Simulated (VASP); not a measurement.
# C (P6_3/mmc) in VASP: further runs, part 2 of 2

VASP 6.6.1.

## 5. Single point, r2SCAN

POSCAR

```
C
1.0
    2.5031953547      0.0000000000      0.0000000000
   -1.2515976774      2.1678307678      0.0000000000
    0.0000000000      0.0000000000      4.1688692743
C
4
Direct
    0.3333333333      0.6666666667      0.0002313159
    0.6666666667      0.3333333333      0.5002313159
    0.3333333333      0.6666666667      0.3747686841
    0.6666666667      0.3333333333      0.8747686841
```

INCAR.step1

```
PREC = Accurate
ENCUT = 520
ISMEAR = 0
SIGMA = 0.01
LREAL = F
LASPH = T
NELM = 80
NBANDS = 16
GGA = PE
ALGO = Normal
EDIFF = 1E-4
LWAVE = T
LCHARG = F
```

INCAR.step2

```
PREC = Accurate
ENCUT = 520
EDIFF = 1E-7
ISMEAR = 0
SIGMA = 0.01
LREAL = F
LASPH = T
NELM = 80
ALGO = Normal
ISIF = 2
LWAVE = F
LCHARG = F
METAGGA = R2SCAN
LMIXTAU = T
NBANDS = 16
ISTART = 1
```

KPOINTS

```
regular mesh
0
Gamma
  12 12 6
```

Potentials or basis: VASP PAW PBE potentials, release 64 (C).

Command:

```console
$ cat potpaw_PBE.64/C/POTCAR > POTCAR
$ cp INCAR.step1 INCAR
$ mpirun -np 1 vasp_std > vasp.out
$ cp INCAR.step2 INCAR
$ mpirun -np 1 vasp_std > vasp.out
```

OUTCAR:

```text
PREC = Accurate
   ENCUT = 520
   EDIFF = 1E-7
   ISMEAR = 0
   LREAL = F
   LASPH = T
   NELM = 80
   ISIF = 2
   METAGGA = R2SCAN
   ISTART = 1

 ion  position               nearest neighbor table
   1  0.333  0.667  0.000-   4 1.54   4 1.54   4 1.54   3 1.56
   2  0.667  0.333  0.500-   3 1.54   3 1.54   3 1.54   4 1.56
   3  0.333  0.667  0.375-   2 1.54   2 1.54   2 1.54   1 1.56
   4  0.667  0.333  0.875-   1 1.54   1 1.54   1 1.54   2 1.56

  LATTYP: Found a hexagonal cell.
 ALAT       =     2.5031953547
[... 649 lines left out ...]
     15      25.4325      0.00000
     16      28.0383      0.00000

 [... further k-points ...]
[... 5 lines left out ...]
  --------------------------------------------------------------------------------------
  -------------------------------------------------------------------------------------
  Total        0.1606470      0.1606470      0.1508490     -0.0000000      0.0000000     -0.0000000
  in kB       11.3774450     11.3774450     10.6835244     -0.0000000      0.0000000     -0.0000000
  external PRESSURE =      11.1461381 kB  Pullay stress =       0.0000000 kB

 VOLUME and BASIS-vectors are now :
 -----------------------------------------------------------------------------
  energy-cutoff  :      520.00
  volume of cell :       22.62
      direct lattice vectors                 reciprocal lattice vectors
     2.503195355  0.000000000  0.000000000     0.399489396  0.230645310  0.000000000
    -1.251597677  2.167830768  0.000000000     0.000000000  0.461290620  0.000000000
     0.000000000  0.000000000  4.168869274     0.000000000  0.000000000  0.239873197

 POSITION                                       TOTAL-FORCE (eV/Angst)
 -----------------------------------------------------------------------------------
     -0.00000      1.44522      0.00096         0.000000     -0.000000      0.009906
      1.25160      0.72261      2.08540        -0.000000     -0.000000      0.009906
     -0.00000      1.44522      1.56236         0.000000      0.000000     -0.009906
      1.25160      0.72261      3.64680        -0.000000      0.000000     -0.009906
 -----------------------------------------------------------------------------------
    total drift:                               -0.000000      0.000000      0.000000

  FREE ENERGIE OF THE ION-ELECTRON SYSTEM (eV)
  ---------------------------------------------------
  free  energy   TOTEN  =       -39.2046735499 eV

  energy  without entropy=      -39.2046735499  energy(sigma->0) =      -39.20467355
```

OUTCAR.step1:

```text
PREC = Accurate
   ENCUT = 520
   ISMEAR = 0
   LREAL = F
[... 688 lines left out ...]
     -0.00000      1.44522      0.00096         0.000000      0.000000      0.016057
      1.25160      0.72261      2.08540         0.000000      0.000000      0.016057
     -0.00000      1.44522      1.56236        -0.000000      0.000000     -0.016057
      1.25160      0.72261      3.64680        -0.000000     -0.000000     -0.016057
 -----------------------------------------------------------------------------------
    total drift:                               -0.000000      0.000000      0.000000

  FREE ENERGIE OF THE ION-ELECTRON SYSTEM (eV)
  ---------------------------------------------------
  free  energy   TOTEN  =       -36.2691097514 eV

  energy  without entropy=      -36.2691097514  energy(sigma->0) =      -36.26910975
```

OSZICAR.step1:

```text
N       E                     dE             d eps       ncg     rms          rms(c)
DAV:   1     0.207467200649E+02    0.20747E+02   -0.83010E+03  2432   0.972E+02
DAV:   2    -0.357467228713E+02   -0.56493E+02   -0.51977E+02  3480   0.186E+02
DAV:   3    -0.375633175315E+02   -0.18166E+01   -0.18103E+01  3024   0.282E+01
DAV:   4    -0.375703109083E+02   -0.69934E-02   -0.69924E-02  3024   0.216E+00
DAV:   5    -0.375703450550E+02   -0.34147E-04   -0.34146E-04  2992   0.135E-01    0.788E+00
DAV:   6    -0.365959528543E+02    0.97439E+00   -0.59573E-01  2776   0.488E+00    0.471E+00
DAV:   7    -0.362662758599E+02    0.32968E+00   -0.68940E-01  3096   0.544E+00    0.105E+00
DAV:   8    -0.362690173839E+02   -0.27415E-02   -0.13840E-02  2704   0.776E-01    0.609E-02
DAV:   9    -0.362691097514E+02   -0.92368E-04   -0.16745E-04  3016   0.985E-02
   1 F= -.36269110E+02 E0= -.36269110E+02  d E =-.688735E-15
```

It took 92 s on 1 thread of Intel Xeon Platinum 8375C at 2.90GHz (Ice Lake), shared host; peak memory 0.14 GiB.

What came out:

* Free energy: -39.2047 eV
* Pressure: 1.1 GPa
* Largest force: 0.010 eV/Å
* Band gap on the k mesh: 3.56 eV, indirect (least direct gap 5.19 eV)

Forces on the atoms (eV/Å):
```
C    0.000  0.000  0.010
C    0.000  0.000  0.010
C    0.000  0.000 -0.010
C    0.000  0.000 -0.010
```

Caveat: the PAW data sets were made with another functional, which shifts forces and pressure a little. r2SCAN opens gaps a little over a GGA but as a rule still falls short of measured ones.

## 6. Relaxation of cell and atoms, PBE

This run uses another cell than the first one, of 5.41 Å³/atom, 0.956 times its volume.

INCAR

```
SYSTEM = C
PREC     = Accurate       ! precision mode
ENCUT    = 600            ! plane-wave cutoff, eV
EDIFF    = 1E-7           ! SCF threshold, eV
ISMEAR   = -1             ! smearing method
SIGMA    = 0.02           ! smearing width, eV
LREAL    = .FALSE.        ! projectors in reciprocal space
LASPH    = .TRUE.         ! aspherical terms in the spheres
NELM     = 80             ! most SCF steps
ALGO     = Normal         ! electronic algorithm
ISIF     = 3              ! what is computed and relaxed
LWAVE    = .FALSE.        ! write WAVECAR
LCHARG   = .FALSE.        ! write CHGCAR
GGA      = PE             ! functional
IBRION   = 2              ! ionic algorithm
NSW      = 80             ! ionic steps
EDIFFG   = -0.005         ! ionic threshold
```

KPOINTS

```
Automatic mesh
0
G
  12 12 6
  0 0 0
```

POSCAR

```
C
1.0
    2.4821496060      0.0000000000      0.0000000000
   -1.2410748030      2.1496046148      0.0000000000
    0.0000000000      0.0000000000      4.0533503066
C
4
Direct
    0.3333333333      0.6666666667      0.0000000000
    0.6666666667      0.3333333333      0.5000000000
    0.3333333333      0.6666666667      0.3750000000
    0.6666666667      0.3333333333      0.8750000000
```

Potentials or basis: VASP PAW PBE potentials, release 64 (C).

Command:

```console
$ cat potpaw_PBE.64/C/POTCAR > POTCAR
$ mpirun -np 1 vasp_std > vasp.out
```

Run time: 67 s. Hardware: 1 thread of Intel Xeon Platinum 8375C at 2.90GHz (Ice Lake), shared host; peak memory 0.14 GiB.

It converged, with:

```yaml
Free_energy: -36.2775 eV
Relaxed_volume: 5.71 Å³/atom
Relaxed_cell: a = 2.512 Å, b = 2.512 Å, c = 4.181 Å, α = 90.00°, β = 90.00°, γ = 120.00°
Space_group_after_relaxing_to_0.05_Å: P6_3/mmc (No. 194)
Energy_gained_by_relaxing: 30.0 meV/atom
Ionic_steps: 11
Pressure_after_relaxing: 0.0 GPa
Band_gap_on_the_k_mesh: 3.34 eV, indirect (least direct gap 4.96 eV)
```

Forces on the atoms (eV/Å):
```
C    0.000  0.000 -0.003
C    0.000  0.000 -0.003
C    0.000  0.000  0.003
C    0.000  0.000  0.003
```

Step by step:
| step | energy change (eV) | largest force (eV/Å) | pressure (GPa) | volume (Å³) |
| --- | --- | --- | --- | --- |
| 1 | 0.0000 | 0.0484 | 26.59 | 21.63 |
| 2 | 0.0675 | 0.2656 | -26.99 | 24.54 |
| 3 | -0.1200 | 0.0112 | -0.51 | 22.87 |
| 4 | -0.1201 | 0.0086 | 0.00 | 22.84 |
| 5 | -0.1200 | 0.0063 | 0.48 | 22.82 |
| 6 | -0.1200 | 0.0147 | 0.38 | 22.82 |
| 7 | -0.1200 | 0.0037 | 0.43 | 22.82 |
| 8 | -0.1200 | 0.0026 | 0.36 | 22.83 |
| 9 | -0.1201 | 0.0006 | 0.14 | 22.84 |
| 10 | -0.1200 | 0.0071 | -0.30 | 22.86 |
| 11 | -0.1201 | 0.0026 | 0.01 | 22.84 |

Final structure:
```xyz
4
Lattice="2.5119 0.0000 0.0000 -1.2559 2.1753 0.0000 0.0000 0.0000 4.1806" Properties=species:S:1:pos:R:3 pbc="T T T"
C     0.0000    1.4502    0.0010
C     1.2559    0.7251    2.0913
C     0.0000    1.4502    1.5667
C     1.2559    0.7251    3.6570
```

Levels at points of the mesh, in eV from the valence-band top:
| k point | band 4 | band 5 | band 6 | band 7 | band 8 | band 9 | band 10 | band 11 | band 12 |
| --- | --- | --- | --- | --- | --- | --- | --- | --- | --- |
| (0.00, 0.00, 0.00) | -3.06 | -3.06 | -0.47 | 0.00 | 0.00 | 4.96 | 4.96 | 5.33 | 8.05 |
| (0.50, 0.00, 0.00) | -9.97 | -9.20 | -6.42 | -5.90 | -3.12 | 4.47 | 8.08 | 8.27 | 8.36 |
| (0.00, 0.00, 0.50) | -7.00 | -1.83 | -1.83 | -1.83 | -1.83 | 7.23 | 7.23 | 7.23 | 7.23 |
| (0.50, 0.00, 0.50) | -12.92 | -5.06 | -5.06 | -4.79 | -4.79 | 5.87 | 5.87 | 6.49 | 6.49 |

A k mesh can miss the band edges.

## 7. The runs side by side

| task | level | potentials or basis | cell | cutoff (eV) | smearing | gap on the mesh (eV) | pressure (GPa) | largest force (eV/Å) |
| --- | --- | --- | --- | --- | --- | --- | --- | --- |
| single point | PBE | VASP PAW PBE potentials, release 64 (C) | a = 2.503, b = 2.503, c = 4.169 Å, angles 90.0, 90.0, 120.0°, 4 atoms | 520 | fermi-dirac 0.02 eV | 3.31 | 4.8 | 0.02 |
| single point | LDA | VASP PAW LDA potentials, release 64 (C) | a = 2.503, b = 2.503, c = 4.169 Å, angles 90.0, 90.0, 120.0°, 4 atoms | 520 | gaussian 0.01 eV | 3.11 | -9.2 | 0.01 |
| single point | r2SCAN | VASP PAW PBE potentials, release 64 (C) | a = 2.503, b = 2.503, c = 4.169 Å, angles 90.0, 90.0, 120.0°, 4 atoms | 520 | fermi-dirac 0.02 eV | 3.56 | 1.1 | 0.01 |
| single point | r2SCAN | VASP PAW PBE potentials, release 64 (C) | a = 2.503, b = 2.503, c = 4.169 Å, angles 90.0, 90.0, 120.0°, 4 atoms | 520 | gaussian 0.01 eV | 3.56 | 1.1 | 0.01 |
| relaxation of cell and atoms | PBE | VASP PAW PBE potentials, release 64 (C) | relaxed from a = 2.482, b = 2.482, c = 4.053 Å, angles 90.0, 90.0, 120.0°, 4 atoms | 600 | fermi-dirac 0.02 eV | 3.34 | 0.0 | - |

Alike in all rows: no spin polarisation; k mesh 12 × 12 × 6.

Caveats: the PAW data sets were made with another functional, which shifts forces and pressure a little (some runs).

Total energies depend on the potentials used, so only differences within one code and one set of settings carry meaning.
